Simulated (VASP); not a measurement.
# TaWC2 (R-3m) in VASP: notebook

TaWC2 is run at these levels: PBEsol; tasks: single point.

Program: VASP 6.6.1. These are calculated values, not measurements. Logs are shortened: lines on timing, memory, paths and dates and some standing lists are left out, and cuts for length are marked.

**1. The cell of the first run**

Symmetry: R-3m, No. 166, trigonal system. The conventional cell has a = 3.144 Å, b = 3.144 Å, c = 15.305 Å, α = 90.00°, β = 90.00°, γ = 120.00°. Ta (site symmetry -3m) has 6 C at 2.23 Å within 2.9 Å. Within 2.9 Å of W (site symmetry -3m) lie 6 C at 2.21 Å. C (site symmetry 3m) has 3 W at 2.21 Å and 3 Ta at 2.23 Å within 2.9 Å.

**2. Single point, PBEsol**

The input, INCAR:

```
SYSTEM = TaWC2
ALGO = Normal ; EDIFF = 1E-6
ENCUT = 520 ; GGA = PS
ISIF = 2 ; ISMEAR = -1
LASPH = .TRUE. ; LCHARG = .TRUE.
LELF = .TRUE. ; LREAL = .FALSE.
LVHAR = .TRUE. ; LWAVE = .FALSE.
NBANDS = 24 ; NELM = 60
PREC = Accurate ; SIGMA = 0.1
```

The input, KPOINTS:

```
k-points
0
G
  9 9 9
  0 0 0
```

The input, POSCAR:

```
TaWC2
1.0
    1.5718550000      0.9075110000      5.1016200000
   -1.5718550000      0.9075110000      5.1016200000
    0.0000000000     -1.8150220000      5.1016200000
Ta W C
1 1 2
Direct
    0.5000000000      0.5000000000      0.5000000000
    0.0000000000      0.0000000000      0.0000000000
    0.7490670000      0.7490670000      0.7490670000
    0.2509330000      0.2509330000      0.2509330000
```

Potentials or basis: VASP PAW PBE potentials, release 64 (Ta_pv, W_sv, C).

Started as:

```
$ cat potpaw_PBE.64/Ta_pv/POTCAR potpaw_PBE.64/W_sv/POTCAR potpaw_PBE.64/C/POTCAR > POTCAR
$ mpirun -np 1 vasp_std > vasp.out
```

OUTCAR:

```text
SYSTEM = TaWC2
   EDIFF = 1E-6
   ENCUT = 520
   GGA = PS
   ISIF = 2
   ISMEAR = -1
   LASPH = .TRUE.
   LREAL = .FALSE.
   NELM = 60
   PREC = Accurate

 ion  position               nearest neighbor table
   1  0.500  0.500  0.500-   4 2.23   4 2.23   3 2.23   3 2.23   4 2.23   3 2.23   2 3.13   2 3.13
                             2 3.13   2 3.13   2 3.13   2 3.13
   2  0.000  0.000  0.000-   3 2.21   3 2.21   4 2.21   4 2.21   3 2.21   4 2.21   1 3.13   1 3.13
                             1 3.13   1 3.13   1 3.13   1 3.13
   3  0.749  0.749  0.749-   2 2.21   2 2.21   2 2.21   1 2.23   1 2.23   1 2.23
   4  0.251  0.251  0.251-   2 2.21   2 2.21   2 2.21   1 2.23   1 2.23   1 2.23

  LATTYP: Found a trigonal (rhomboedric) cell.
 ALAT       =     5.4148712801
 COS(alpha) =     0.8314694082

  Lattice vectors:

 A1 = (   1.5718550000,   0.9075110000,   5.1016200000)
 A2 = (  -1.5718550000,   0.9075110000,   5.1016200000)
 A3 = (   0.0000000000,  -1.8150220000,   5.1016200000)

Analysis of symmetry for initial positions (statically):
=====================================================================
 Subroutine PRICEL returns:
 Original cell was already a primitive cell.

 Routine SETGRP: Setting up the symmetry group for a
 trigonal (rhombohedral) supercell.

 Subroutine GETGRP returns: Found 12 space group operations
 (whereof 12 operations were pure point group operations)
 out of a pool of 12 trial point group operations.

The static configuration has the point symmetry D_3d.

Analysis of symmetry for dynamics (positions and initial velocities):
=====================================================================
 Subroutine PRICEL returns:
 Original cell was already a primitive cell.

 Routine SETGRP: Setting up the symmetry group for a
 trigonal (rhombohedral) supercell.

 Subroutine GETGRP returns: Found 12 space group operations
 (whereof 12 operations were pure point group operations)
 out of a pool of 12 trial point group operations.

The dynamic configuration has the point symmetry D_3d.

 Subroutine INISYM returns: Found 12 space group operations
 (whereof 12 operations are pure point group operations),
 and found     1 'primitive' translations

----------------------------------------------------------------------------------------

                                     Primitive cell

  volume of cell :      43.6640

  direct lattice vectors                    reciprocal lattice vectors
     1.571855000  0.907511000  5.101620000     0.318095499  0.183652503  0.065338722
    -1.571855000  0.907511000  5.101620000    -0.318095499  0.183652503  0.065338722
     0.000000000 -1.815022000  5.101620000     0.000000000 -0.367305006  0.065338722

  length of vectors
     5.414871280  5.414871280  5.414871327     0.373071222  0.373071222  0.373071194

  position of ions in fractional coordinates (direct lattice)
     0.500000000  0.500000000  0.500000000
     0.000000000  0.000000000  0.000000000
     0.749067000  0.749067000  0.749067000
     0.250933000  0.250933000  0.250933000

  ion indices of the primitive-cell ions
   primitive index   ion index
                 1           1
                 2           2
                 3           3
                 4           4

----------------------------------------------------------------------------------------

 KPOINTS: k-points

Automatic generation of k-mesh.
 Grid dimensions read from file:
 generate k-points for:    9    9    9

 Generating k-lattice:

  Cartesian coordinates                     Fractional coordinates (reciprocal lattice)
     0.035343944  0.020405834  0.007259858     0.111111111 -0.000000000  0.000000000
    -0.035343944  0.020405834  0.007259858    -0.000000000  0.111111111  0.000000000
     0.000000000 -0.040811667  0.007259858     0.000000000  0.000000000  0.111111111

  Length of vectors
     0.041452358  0.041452358  0.041452355

  Shift w.r.t. Gamma in fractional coordinates (k-lattice)
     0.000000000  0.000000000  0.000000000

 Subroutine IBZKPT returns following result:
 ===========================================

 Found     85 irreducible k-points:

 Following reciprocal coordinates:
            Coordinates               Weight
  0.000000  0.000000  0.000000      1.000000
  0.111111 -0.000000  0.000000      6.000000
  0.222222 -0.000000  0.000000      6.000000
  0.333333 -0.000000 -0.000000      6.000000
  0.444444 -0.000000  0.000000      6.000000
  0.111111  0.111111  0.000000      6.000000
[... 16 lines left out ...]
 -0.333333  0.333333  0.000000      6.000000
  0.444444  0.444444  0.000000      6.000000
 [... further k-points ...]
   k-points           NKPTS =     85   k-points in BZ     NKDIM =     85   number of bands    NBANDS=     24
   number of dos      NEDOS =    301   number of ions     NIONS =      4
   total plane-waves  NPLWV =  64000
   dimension x,y,z NGX =    40 NGY =   40 NGZ =   40
   dimension x,y,z NGXF=    80 NGYF=   80 NGZF=   80
   ions per type =               1   1   2
   NGX,Y,Z   is equivalent  to a cutoff of  12.28, 12.28, 12.28 a.u.
   NGXF,Y,Z  is equivalent  to a cutoff of  24.56, 24.56, 24.56 a.u.
 SYSTEM =  TaWC2
   PREC   = accura    normal or accurate (medium, high low for compatibility)
   ISTART =      0    job   : 0-new  1-cont  2-samecut
   ICHARG =      2    charge: 1-file 2-atom 10-const
   ISPIN  =      1    spin polarized calculation?
   LNONCOLLINEAR =      F non collinear calculations
   LSORBIT =      F    spin-orbit coupling
   LASPH  =      T    aspherical Exc in radial PAW
   ENCUT  =  520.0 eV  38.22 Ry    6.18 a.u.  10.07 10.07 10.07*2*pi/ulx,y,z
   NELM   =     60;   NELMIN=  2; NELMDL= -5     # of ELM steps
   EDIFF  = 0.1E-05   stopping-criterion for ELM
   LREAL  =      F    real-space projection
   EDIFFG = 0.1E-04   stopping-criterion for IOM
   NSW    =      0    number of steps for IOM
   IBRION =     -1    ionic relax: 0-MD 1-quasi-New 2-CG
   NFREE  =      0    steps in history (QN), initial steepest desc. (CG)
   ISIF   =      2    stress and relaxation
   ISYM   =      2    0-nonsym 1-usesym 2-fastsym
   POTIM  = 0.5000    time-step for ionic-motion
   TEBEG  =    0.0;   TEEND  =   0.0 temperature during run
   PSTRESS=    0.0 pullay stress
   NELECT =      33.0000    total number of electrons
   NUPDOWN=      -1.0000    fix difference up-down
   EMIN   =  10.00;   EMAX   =-10.00  energy-range for DOS
   EFERMI =   0.00;   METHOD = LEGACY
   ISMEAR =    -1;   SIGMA  =   0.10  broadening in eV -4-tet -1-fermi 0-gaus
   EFERMI_NEDOS =   21; number of points for ismear=-14 and -15
   IALGO  =     38    algorithm
   IMIX   =      4    mixing-type and parameters
     AMIX     =   0.40;   BMIX     =  1.00
     AMIX_MAG =   1.60;   BMIX_MAG =  1.00
  volume/ion in A,a.u.               =      10.92        73.66
  Fermi-wavevector in a.u.,A,eV,Ry     =   1.491208  2.817975 30.255294  2.223701
  Thomas-Fermi vector in A             =   2.603892
   LORBIT       =      0    0 simple, 1 ext, 2 COOP (PROOUT), +10 PAW based schemes
   GGA     = PS    functional components
   LHFCALC =     F    Hartree Fock is set to
   AEXX    =    0.0000 exact exchange contribution
   IVDW    =     0    specifies the selected vdW correction
   LEPSILON=     F    determine dielectric tensor
   LRPA    =     F    only Hartree local field effects (RPA)
 non-spin polarized calculation
  energy-cutoff  :      520.00
  volume of cell :       43.66
 maximum number of plane-waves:      1190
   NGX = 21   NGY = 21   NGZ = 21

 number of electron      33.0000000 magnetization

 Free energy of the ion-electron system (eV)
  ---------------------------------------------------
  ext. energy  EPLUGINS =         0.00000000
  ---------------------------------------------------
  free energy    TOTEN  =       -46.55553955 eV

  energy without entropy =      -46.49838943  energy(sigma->0) =      -46.52696449

 E-fermi :  10.1329     XC(G=0): -13.5211

 val. band max:       10.0951091915   @ k =   0.3333   0.3333   0.3333
 cond. band min:      10.1339380044   @ k =   0.3333  -0.0000  -0.0000
 fundamental gap:      0.0388288130
 Fermi energy:        10.1329360906

 k-point     1 :       0.0000    0.0000    0.0000
  band No.  band energies     occupation
      1     -65.1742      2.00000
      2     -29.4315      2.00000
      3     -29.2510      2.00000
      4     -29.2510      2.00000
      5     -25.4968      2.00000
      6     -25.1372      2.00000
[... 16 lines left out ...]
     23      13.0934      0.00000
     24      15.1455      0.00000

 k-point     2 :       0.1111   -0.0000    0.0000
  band No.  band energies     occupation
      1     -65.1718      2.00000
      2     -29.4216      2.00000
      3     -29.2974      2.00000
      4     -29.2618      2.00000
      5     -25.4890      2.00000
      6     -25.2051      2.00000
[... 16 lines left out ...]
     23      12.7899      0.00000
     24      16.1887      0.00000

 k-point     3 :       0.2222   -0.0000    0.0000
  band No.  band energies     occupation
      1     -65.1658      2.00000
      2     -29.4138      2.00000
      3     -29.3961      2.00000
      4     -29.2889      2.00000
      5     -25.4691      2.00000
      6     -25.3731      2.00000
[... 16 lines left out ...]
     23      14.5676      0.00000
     24      16.1433      0.00000
[... 514 lines left out ...]
 k-point    23 :      -0.3333    0.3333    0.0000
  band No.  band energies     occupation
      1     -65.1513      2.00000
      2     -29.5241      2.00000
      3     -29.5213      2.00000
      4     -29.3410      2.00000
      5     -25.5239      2.00000
      6     -25.5182      2.00000
[... 16 lines left out ...]
     23      16.0212      0.00000
     24      16.0429      0.00000

 k-point    24 :       0.4444    0.4444    0.0000
  band No.  band energies     occupation
      1     -65.1545      2.00000
      2     -29.6308      2.00000
      3     -29.3558      2.00000
      4     -29.3405      2.00000
      5     -25.6651      2.00000
      6     -25.4173      2.00000
[... 16 lines left out ...]
     23      15.7537      0.00000
     24      16.1846      0.00000

 [... further k-points ...]

------------------------ aborting loop because EDIFF is reached ----------------------------------------

  FORCE on cell =-STRESS in cart. coord.  units (eV):
  Direction    XX          YY          ZZ          XY          YZ          ZX
  --------------------------------------------------------------------------------------
  -------------------------------------------------------------------------------------
  Total       -2.8446931     -2.8446937     -2.4014243     -0.0000000      0.0000000      0.0000000
  in kB     -104.3811944   -104.3812157    -88.1161987     -0.0000000      0.0000000      0.0000000
  external PRESSURE =     -98.9595363 kB  Pullay stress =       0.0000000 kB

 VOLUME and BASIS-vectors are now :
 -----------------------------------------------------------------------------
  energy-cutoff  :      520.00
  volume of cell :       43.66
      direct lattice vectors                 reciprocal lattice vectors
     1.571855000  0.907511000  5.101620000     0.318095499  0.183652503  0.065338722
    -1.571855000  0.907511000  5.101620000    -0.318095499  0.183652503  0.065338722
     0.000000000 -1.815022000  5.101620000     0.000000000 -0.367305006  0.065338722

 POSITION                                       TOTAL-FORCE (eV/Angst)
 -----------------------------------------------------------------------------------
      0.00000      0.00000      7.65243         0.000000     -0.000000      0.000000
      0.00000      0.00000      0.00000        -0.000000      0.000000      0.000000
      0.00000      0.00000     11.46437        -0.000000     -0.000000     -0.143695
      0.00000      0.00000      3.84049        -0.000000      0.000000      0.143695
 -----------------------------------------------------------------------------------
    total drift:                                0.000000      0.000000      0.000000

  FREE ENERGIE OF THE ION-ELECTRON SYSTEM (eV)
  ---------------------------------------------------
  free  energy   TOTEN  =       -46.5555395472 eV

  energy  without entropy=      -46.4983894327  energy(sigma->0) =      -46.52696449
```

Run time: 1.8 min. Hardware: 1 thread of AMD EPYC 9R45 (Zen 5), shared host; peak memory 0.26 GiB.

What came out:

```
Free energy   : -46.5555 eV
Pressure      : -9.9 GPa
Largest force : 0.144 eV/Å
```

Forces on the atoms (eV/Å):
```
Ta   0.000  0.000  0.000
W    0.000  0.000  0.000
C    0.000  0.000 -0.144
C    0.000  0.000  0.144
```

Stress tensor (GPa, compression positive):
```
-10.44   0.00   0.00
  0.00 -10.44   0.00
  0.00   0.00  -8.81
```

Levels at points of the mesh, in eV from the Fermi level:
```
           k point  band 12  band 13  band 14  band 15  band 16  band 17  band 18  band 19  band 20  band 21
(0.00, 0.00, 0.00)    -6.10    -2.21    -2.21    -2.07    -0.80    -0.80    -0.74    -0.26    -0.26     1.91
```

Caveat: the PAW data sets were made with another functional, which shifts forces and pressure a little; spin-orbit coupling is left out, which moves the levels of the heavy elements.

**3. Single point, PBEsol**

The input, INCAR:

```
PREC     = Accurate       # precision mode
ENCUT    = 520            # plane-wave cutoff, eV
EDIFF    = 1E-7           # SCF threshold, eV
ISMEAR   = -1             # smearing method
SIGMA    = 0.1            # smearing width, eV
LREAL    = F              # projectors in reciprocal space
LASPH    = T              # aspherical terms in the spheres
NELM     = 80             # most SCF steps
ALGO     = Normal         # electronic algorithm
ISIF     = 2              # what is computed and relaxed
LWAVE    = F              # write WAVECAR
LCHARG   = F              # write CHGCAR
GGA      = PS             # functional
NBANDS   = 24             # bands
```

The input, KPOINTS:

```
Automatic mesh
0
Gamma
  9 9 9
```

POSCAR is that of step 2.

Potentials or basis: VASP PAW PBE potentials, release 64 (Ta_pv, W_sv, C).

Started as:

```
$ cat potpaw_PBE.64/Ta_pv/POTCAR potpaw_PBE.64/W_sv/POTCAR potpaw_PBE.64/C/POTCAR > POTCAR
$ mpirun -np 1 vasp_std > vasp.out
```

OUTCAR:

```text
PREC = Accurate
   ENCUT = 520
   EDIFF = 1E-7
   ISMEAR = -1
   LREAL = F
   LASPH = T
   NELM = 80
   ISIF = 2
   GGA = PS

 ion  position               nearest neighbor table
   1  0.500  0.500  0.500-   4 2.23   4 2.23   3 2.23   3 2.23   4 2.23   3 2.23   2 3.13   2 3.13
                             2 3.13   2 3.13   2 3.13   2 3.13
   2  0.000  0.000  0.000-   3 2.21   3 2.21   4 2.21   4 2.21   3 2.21   4 2.21   1 3.13   1 3.13
                             1 3.13   1 3.13   1 3.13   1 3.13
   3  0.749  0.749  0.749-   2 2.21   2 2.21   2 2.21   1 2.23   1 2.23   1 2.23
   4  0.251  0.251  0.251-   2 2.21   2 2.21   2 2.21   1 2.23   1 2.23   1 2.23

  LATTYP: Found a trigonal (rhomboedric) cell.
 ALAT       =     5.4148712801
 COS(alpha) =     0.8314694082

  Lattice vectors:

 A1 = (   1.5718550000,   0.9075110000,   5.1016200000)
 A2 = (  -1.5718550000,   0.9075110000,   5.1016200000)
 A3 = (   0.0000000000,  -1.8150220000,   5.1016200000)

Analysis of symmetry for initial positions (statically):
=====================================================================
 Subroutine PRICEL returns:
[... 174 lines left out ...]
 E-fermi :  10.1329     XC(G=0): -13.5211

 val. band max:       10.0951484460   @ k =   0.3333   0.3333   0.3333
 cond. band min:      10.1338603603   @ k =   0.3333  -0.0000  -0.0000
 fundamental gap:      0.0387119143
 Fermi energy:        10.1328817538

 k-point     1 :       0.0000    0.0000    0.0000
  band No.  band energies     occupation
      1     -65.1745      2.00000
      2     -29.4317      2.00000
      3     -29.2512      2.00000
      4     -29.2512      2.00000
      5     -25.4973      2.00000
      6     -25.1377      2.00000
[... 637 lines left out ...]
     23      15.7537      0.00000
     24      16.1845      0.00000

 [... further k-points ...]

------------------------ aborting loop because EDIFF is reached ----------------------------------------

  FORCE on cell =-STRESS in cart. coord.  units (eV):
  Direction    XX          YY          ZZ          XY          YZ          ZX
  --------------------------------------------------------------------------------------
  -------------------------------------------------------------------------------------
  Total       -2.8387242     -2.8387248     -2.3962817      0.0000000      0.0000000      0.0000000
  in kB     -104.1621784   -104.1621996    -87.9274994      0.0000000      0.0000000      0.0000000
  external PRESSURE =     -98.7506258 kB  Pullay stress =       0.0000000 kB

 VOLUME and BASIS-vectors are now :
 -----------------------------------------------------------------------------
  energy-cutoff  :      520.00
  volume of cell :       43.66
      direct lattice vectors                 reciprocal lattice vectors
     1.571855000  0.907511000  5.101620000     0.318095499  0.183652503  0.065338722
    -1.571855000  0.907511000  5.101620000    -0.318095499  0.183652503  0.065338722
     0.000000000 -1.815022000  5.101620000     0.000000000 -0.367305006  0.065338722

 POSITION                                       TOTAL-FORCE (eV/Angst)
 -----------------------------------------------------------------------------------
      0.00000      0.00000      7.65243        -0.000000      0.000000      0.000000
      0.00000      0.00000      0.00000         0.000000     -0.000000      0.000000
      0.00000      0.00000     11.46437         0.000000      0.000000     -0.143467
      0.00000      0.00000      3.84049         0.000000     -0.000000      0.143467
 -----------------------------------------------------------------------------------
    total drift:                                0.000000      0.000000      0.000000

  FREE ENERGIE OF THE ION-ELECTRON SYSTEM (eV)
  ---------------------------------------------------
  free  energy   TOTEN  =       -46.5555392570 eV

  energy  without entropy=      -46.4983872973  energy(sigma->0) =      -46.52696328
```

Run time: 2.8 min. Hardware: 1 thread of AMD EPYC 9R45 (Zen 5), shared host; peak memory 0.26 GiB.

Results:

* Free energy: -46.5555 eV
* Pressure: -9.9 GPa
* Largest force: 0.143 eV/Å

Forces in eV/Å, atoms in the order of the input:
```
Ta   0.000  0.000  0.000
W    0.000  0.000  0.000
C    0.000  0.000 -0.143
C    0.000  0.000  0.143
```

Caveat: the PAW data sets were made with another functional, which shifts forces and pressure a little; spin-orbit coupling is left out, which moves the levels of the heavy elements.
